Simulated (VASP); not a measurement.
# P (Im-3m) in VASP: a series of runs, part 2 of 2

VASP 6.6.1. Earlier steps stand in the parts before.

### 3 Single point, PBE (volume scaled by 0.8)

INCAR

```
ALGO = Normal
EDIFF = 1E-6
ENCUT = 520
GGA = PE
ISIF = 2
ISMEAR = -1
LASPH = T
LCHARG = F
LREAL = F
LWAVE = F
NBANDS = 8
NELM = 80
PREC = Accurate
SIGMA = 0.1
```

KPOINTS

```
k-points
0
Gamma
  17 17 17
```

POSCAR

```
P
1.0
   -1.4163731298      1.4163731298      1.4163731298
    1.4163731298     -1.4163731298      1.4163731298
    1.4163731298      1.4163731298     -1.4163731298
P
1
Direct
    0.0000000000      0.0000000000      0.0000000000
```

Potentials or basis: VASP PAW PBE potentials, release 64 (P).

Started as:

```sh
cat potpaw_PBE.64/P/POTCAR > POTCAR
mpirun -np 1 vasp_std > vasp.out
```

OUTCAR:

```text
EDIFF = 1E-6
   ENCUT = 520
   GGA = PE
   ISIF = 2
   ISMEAR = -1
   LASPH = T
   LREAL = F
   NELM = 80
   PREC = Accurate

 ion  position               nearest neighbor table
   1  0.000  0.000  0.000-

  LATTYP: Found a body centered cubic cell.
 ALAT       =     2.8327462596

  Lattice vectors:

 A1 = (  -1.4163731298,   1.4163731298,   1.4163731298)
 A2 = (   1.4163731298,  -1.4163731298,   1.4163731298)
 A3 = (   1.4163731298,   1.4163731298,  -1.4163731298)

Analysis of symmetry for initial positions (statically):
=====================================================================
 Subroutine PRICEL returns:
 Original cell was already a primitive cell.

 Routine SETGRP: Setting up the symmetry group for a
 body centered cubic supercell.

 Subroutine GETGRP returns: Found 48 space group operations
 (whereof 48 operations were pure point group operations)
 out of a pool of 48 trial point group operations.

The static configuration has the point symmetry O_h .

Analysis of symmetry for dynamics (positions and initial velocities):
=====================================================================
 Subroutine PRICEL returns:
 Original cell was already a primitive cell.

 Routine SETGRP: Setting up the symmetry group for a
 body centered cubic supercell.

 Subroutine GETGRP returns: Found 48 space group operations
 (whereof 48 operations were pure point group operations)
 out of a pool of 48 trial point group operations.

The dynamic configuration has the point symmetry O_h .

 Subroutine INISYM returns: Found 48 space group operations
 (whereof 48 operations are pure point group operations),
 and found     1 'primitive' translations

----------------------------------------------------------------------------------------

                                     Primitive cell

  volume of cell :      11.3656
[... 100 lines left out ...]
   EMIN   =  10.00;   EMAX   =-10.00  energy-range for DOS
   EFERMI =   0.00;   METHOD = LEGACY
   ISMEAR =    -1;   SIGMA  =   0.10  broadening in eV -4-tet -1-fermi 0-gaus
   EFERMI_NEDOS =   21; number of points for ismear=-14 and -15
   IALGO  =     38    algorithm
   IMIX   =      4    mixing-type and parameters
     AMIX     =   0.40;   BMIX     =  1.00
     AMIX_MAG =   1.60;   BMIX_MAG =  1.00
  volume/ion in A,a.u.               =      11.37        76.70
  Fermi-wavevector in a.u.,A,eV,Ry     =   1.245089  2.352878 21.092395  1.550247
  Thomas-Fermi vector in A             =   2.379327
   LORBIT       =      0    0 simple, 1 ext, 2 COOP (PROOUT), +10 PAW based schemes
   GGA     = PE    functional components
   LHFCALC =     F    Hartree Fock is set to
   AEXX    =    0.0000 exact exchange contribution
   IVDW    =     0    specifies the selected vdW correction
   LEPSILON=     F    determine dielectric tensor
   LRPA    =     F    only Hartree local field effects (RPA)
 non-spin polarized calculation
  energy-cutoff  :      520.00
  volume of cell :       11.37
 maximum number of plane-waves:       321
   NGX =  9   NGY =  9   NGZ =  9

 number of electron       4.9999998 magnetization

 Free energy of the ion-electron system (eV)
  ---------------------------------------------------
  ext. energy  EPLUGINS =         0.00000000
  ---------------------------------------------------
  free energy    TOTEN  =        -4.44567841 eV

  energy without entropy =       -4.43368528  energy(sigma->0) =       -4.43968184

 E-fermi :  13.5857     XC(G=0): -12.5873

 val. band max:       13.5197454009   @ k =  -0.2353   0.2941   0.1176
 cond. band min:      13.5929399705   @ k =   0.3529   0.1176   0.0588
 fundamental gap:      0.0731945696
 Fermi energy:        13.5856750875

 k-point     1 :       0.0000    0.0000    0.0000
  band No.  band energies     occupation
      1      -5.4787      2.00000
      2      23.2410      0.00000
      3      23.2410      0.00000
      4      23.2410      0.00000
      5      26.1783      0.00000
      6      26.1783      0.00000
      7      26.1783      0.00000
      8      30.7680      0.00000
[... 243 lines left out ...]
 k-point    24 :       0.1765    0.1765    0.0000
  band No.  band energies     occupation
      1      -2.1792      2.00000
      2      13.1953      1.96046
      3      14.1330      0.00836
      4      19.1117      0.00000
      5      24.9790      0.00000
      6      26.5728      0.00000
      7      30.6424      0.00000
      8      32.3822      0.00000

 [... further k-points ...]
[... 5 lines left out ...]
  --------------------------------------------------------------------------------------
  -------------------------------------------------------------------------------------
  Total        2.3466654      2.3466654      2.3466654     -0.0000000     -0.0000000      0.0000000
  in kB      330.8024540    330.8024540    330.8024540     -0.0000000     -0.0000000      0.0000000
  external PRESSURE =     330.8024540 kB  Pullay stress =       0.0000000 kB

 VOLUME and BASIS-vectors are now :
 -----------------------------------------------------------------------------
  energy-cutoff  :      520.00
  volume of cell :       11.37
      direct lattice vectors                 reciprocal lattice vectors
    -1.416373130  1.416373130  1.416373130     0.000000000  0.353014322  0.353014322
     1.416373130 -1.416373130  1.416373130     0.353014322  0.000000000  0.353014322
     1.416373130  1.416373130 -1.416373130     0.353014322  0.353014322  0.000000000

 POSITION                                       TOTAL-FORCE (eV/Angst)
 -----------------------------------------------------------------------------------
      0.00000      0.00000      0.00000         0.000000      0.000000      0.000000
 -----------------------------------------------------------------------------------
    total drift:                               -0.000000     -0.000000     -0.000000

  FREE ENERGIE OF THE ION-ELECTRON SYSTEM (eV)
  ---------------------------------------------------
  free  energy   TOTEN  =        -4.4456784082 eV

  energy  without entropy=       -4.4336852753  energy(sigma->0) =       -4.43968184
```

stdout:

```text
POSCAR found type information on POSCAR P
 POSCAR found :  1 types and       1 ions
 scaLAPACK will be used
 LDA part: xc-table for (Slater+PW92), standard interpolation
 POSCAR, INCAR and KPOINTS ok, starting setup
 FFT: planning ... GRIDC
 FFT: planning ... GRID_SOFT
 FFT: planning ... GRID
 WAVECAR not read
 entering main loop
```

Wall time 6.5 s (1 thread of AMD EPYC 7R13 (Zen 3), shared host); peak memory 0.09 GiB.

Results:

* Free energy: -4.4457 eV
* Pressure: 33.1 GPa

### 4 Single point, PBE (volume scaled by 0.9)

INCAR

```
PREC     = Accurate       # precision mode
ENCUT    = 520            # plane-wave cutoff, eV
EDIFF    = 1E-7           # SCF threshold, eV
ISMEAR   = -1             # smearing method
SIGMA    = 0.1            # smearing width, eV
LREAL    = False          # projectors in reciprocal space
LASPH    = True           # aspherical terms in the spheres
NELM     = 60             # most SCF steps
ALGO     = Normal         # electronic algorithm
ISIF     = 2              # what is computed and relaxed
LWAVE    = False          # write WAVECAR
LCHARG   = False          # write CHGCAR
GGA      = PE             # functional
NBANDS   = 8              # bands
```

KPOINTS

```
Automatic mesh
0
Gamma
  17 17 17
```

POSCAR

```
P
1.0
   -1.4730874173      1.4730874173      1.4730874173
    1.4730874173     -1.4730874173      1.4730874173
    1.4730874173      1.4730874173     -1.4730874173
P
1
Direct
    0.0000000000      0.0000000000      0.0000000000
```

Started as:

```sh
cat potpaw_PBE.64/P/POTCAR > POTCAR
mpirun -np 1 vasp_std > vasp.out
```

It took 9.6 s on 1 thread of AMD EPYC 7R13 (Zen 3), shared host; peak memory 0.09 GiB.

Results (log left out):

```
Free energy : -4.6395 eV
Pressure    : 12.4 GPa
```

Levels at points of the mesh, in eV from the Fermi level:
```tsv
k point	band 1	band 2	band 3	band 4	band 5	band 6	band 7
(0.00, 0.00, 0.00)	-17.58	8.33	8.33	8.33	12.32	12.32	12.32
```
